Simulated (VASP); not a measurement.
Input of a VASP 6.6.1 run:

File INCAR:

```
PREC = Accurate
ENCUT = 520
EDIFF = 1E-7
ISMEAR = 0
SIGMA = 0.01
LREAL = False
LASPH = True
NELM = 150
ALGO = Normal
ISIF = 2
LWAVE = False
LCHARG = True
MAGMOM = 0 0 0 0 0 0 0 0 0 0 0 0
LORBIT = 11
LSORBIT = True
GGA_COMPAT = False
LORBMOM = True
GGA = PS
LVHAR = True
NBANDS = 50
```

KPOINTS

```
regular mesh
0
Gamma
  9 9 4
```

Contents of POSCAR:

```
ZnS
1.0
    3.7822799599      0.0000000000      0.0000000000
   -1.8911399799      3.2755505295      0.0000000000
    0.0000000000      0.0000000000      6.2079685997
Zn S
2 2
Direct
    0.3333333333      0.6666666667      0.0004339381
    0.6666666667      0.3333333333      0.5004339381
    0.3333333333      0.6666666667      0.3745660619
    0.6666666667      0.3333333333      0.8745660619
```

Potentials or basis: VASP PAW PBE potentials, release 64 (Zn, S).

Command:

```sh
$ cat potpaw_PBE.64/Zn/POTCAR potpaw_PBE.64/S/POTCAR > POTCAR
$ mpirun -np 1 vasp_ncl > vasp.out
```

**Question.** Estimate the net moment.

**Answer.** 0.00 μB per cell.

**Question.** Estimate the pressure.

**Answer.** 0.2 GPa.

Moments on the atoms (μB; x, y, z):
```
Zn  0.00 0.00 0.00
Zn  0.00 0.00 0.00
S   0.00 0.00 0.00
S   0.00 0.00 0.00
```

Caveat: the PAW data sets were made with another functional, which shifts forces and pressure a little.
